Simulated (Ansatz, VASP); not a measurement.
## Two plane-wave programs on SnO2

The input POSCAR:

```
SnO2
1.0
    0.0000000000      2.5741500000      2.5741500000
    2.5741500000      0.0000000000      2.5741500000
    2.5741500000      2.5741500000      0.0000000000
Sn O
1 2
Direct
    0.0000000000      0.0000000000      0.0000000000
    0.7500000000      0.7500000000      0.7500000000
    0.2500000000      0.2500000000      0.2500000000
```

INCAR.step1

```
SYSTEM = SnO2
ALGO = Normal
EDIFF = 1E-5
ENCUT = 520
GGA = PE
ISIF = 2
ISMEAR = -1
LASPH = .True.
LCHARG = .False.
LREAL = .False.
LWAVE = .True.
NBANDS = 20
NELM = 80
PREC = Accurate
SIGMA = 0.05
```

The input INCAR.step2:

```
SYSTEM = SnO2
AEXX = 0.25
ALGO = Normal
EDIFF = 1E-7
ENCUT = 520
GGA = PE
HFSCREEN = 0.3
ISIF = 2
ISMEAR = -1
ISTART = 1
LASPH = .True.
LCHARG = .False.
LHFCALC = .True.
LREAL = .False.
LWAVE = .False.
NBANDS = 20
NELM = 80
PREC = Accurate
PRECFOCK = Normal
SIGMA = 0.05
```

KPOINTS

```
k-points
0
Gamma
  5 5 5
  0 0 0
```

Contents of input.yaml:

```yaml
crystal:
  lattice:
    - [0.0, 2.57415, 2.57415]
    - [2.57415, 0.0, 2.57415]
    - [2.57415, 2.57415, 0.0]
  atoms:
    - { symbol: Sn, position: [0.0, 0.0, 0.0] }
    - { symbol: O, position: [0.75, 0.75, 0.75] }
    - { symbol: O, position: [0.25, 0.25, 0.25] }
hamiltonian:
  xc: { exchange: pbe, correlation: pbe, exx: { coeff: 0.25, omega: 0.3 } }
  pseudopotentials: { kind: paw }
kpoints:
  mp_grid: { grid: [5, 5, 5] }
  band_path:
    path:
      - [[0.0, 0.0, 0.0], [0.5, 0.0, 0.5], [0.5, 0.25, 0.75], [0.375, 0.375, 0.75], [0.0, 0.0, 0.0], [0.5, 0.5, 0.5], [0.625, 0.25, 0.625], [0.5, 0.25, 0.75], [0.5, 0.5, 0.5], [0.375, 0.375, 0.75]]
      - [[0.625, 0.25, 0.625], [0.5, 0.0, 0.5]]
    npoints: 4
scf:
  occupations: { method: fermi_dirac, width: 0.05 }
  n_extra_bands: 7
output:
  forces: true
  stress: true
  eigenvalues: true
  fatbands: false
```

Alike in both runs: functional PBE-based screened hybrid; k mesh 5 × 5 × 5; occupations fermi-dirac, width 0.05 eV; no spin polarisation.

|  | VASP | Ansatz |
| --- | --- | --- |
| version | VASP 6.6.1 | Ansatz 0.2.0 |
| potentials or method | VASP PAW PBE potentials, release 64 (Sn_d, O) | Ansatz PAW |
| plane-wave cutoff (eV) | 520 | 420 |
| valence electrons in the cell | 26 | 26 |
| task | single point | band structure |

|  | VASP | Ansatz | Ansatz less VASP |
| --- | --- | --- | --- |
| gap on the k mesh at the Fermi level (eV) | 1.05 | 1.06 | +0.014 |
| least direct gap on the mesh (eV) | 2.32 | 2.33 | +0.014 |
| pressure (GPa) | -11.1 | -11.9 | -0.74 |

VASP's potentials were made for PBE, not for PBE-based screened hybrid.

The k mesh is coarse, so the values compare programs but aren't converged. Noted on Ansatz's run: the k mesh misses the band edges, so the gap on the mesh is wider than the one along the path.
